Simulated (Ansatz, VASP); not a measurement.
Tl in VASP and in Ansatz

Contents of INCAR:

```
PREC = Accurate
ENCUT = 520
EDIFF = 1E-8
ISMEAR = -1
SIGMA = 0.05
LREAL = False
LASPH = True
NELM = 100
ALGO = Normal
ISIF = 2
LWAVE = False
LCHARG = False
LEFG = True
NBANDS = 12
```

KPOINTS

```
regular mesh
0
Gamma
  13 13 13
```

File POSCAR:

```
Tl
1.0
   -1.9665424028      1.9665424028      1.9665424028
    1.9665424028     -1.9665424028      1.9665424028
    1.9665424028      1.9665424028     -1.9665424028
Tl
1
Direct
    0.0000000000      0.0000000000      0.0000000000
```

Input for Ansatz:

```yaml
crystal:
  lattice:
    - [-1.9665424028, 1.9665424028, 1.9665424028]
    - [1.9665424028, -1.9665424028, 1.9665424028]
    - [1.9665424028, 1.9665424028, -1.9665424028]
  atoms:
    - { symbol: Tl, position: [0.0, 0.0, 0.0] }
kpoints:
  mp_grid: { grid: [13, 13, 13] }
scf:
  occupations: { method: fermi_dirac, width: 0.05 }
hamiltonian:
  xc: lda
  pseudopotentials: { kind: all_electron, datasets: crystal }
output:
  forces: true
  stress: true
  eigenvalues: true
  efg: { contact_densities: true }
```

Change from the starting cell: volume scaled by 1.04, crystal datasets.

Alike in both runs: task electric field gradients; functional LDA; k mesh 13 × 13 × 13; occupations fermi-dirac, width 0.05 eV; no spin polarisation.

|  | VASP | Ansatz |
| --- | --- | --- |
| version | VASP 6.6.1 | Ansatz 0.2.0 |
| potentials or method | VASP PAW LDA potentials, release 64 (Tl_d), cutoff 520 eV | all-electron PAW with datasets made for the crystal, scalar-relativistic |

|  | VASP | Ansatz | Ansatz less VASP |
| --- | --- | --- | --- |
| pressure (GPa) | -3.4 | -3.5 | -0.01 |

LDA's correlation is that of Perdew and Zunger in VASP and of Perdew and Wang (1992) in Ansatz. Ansatz ran all-electron here, and VASP with PAW potentials.

Neither program's run includes spin-orbit coupling.
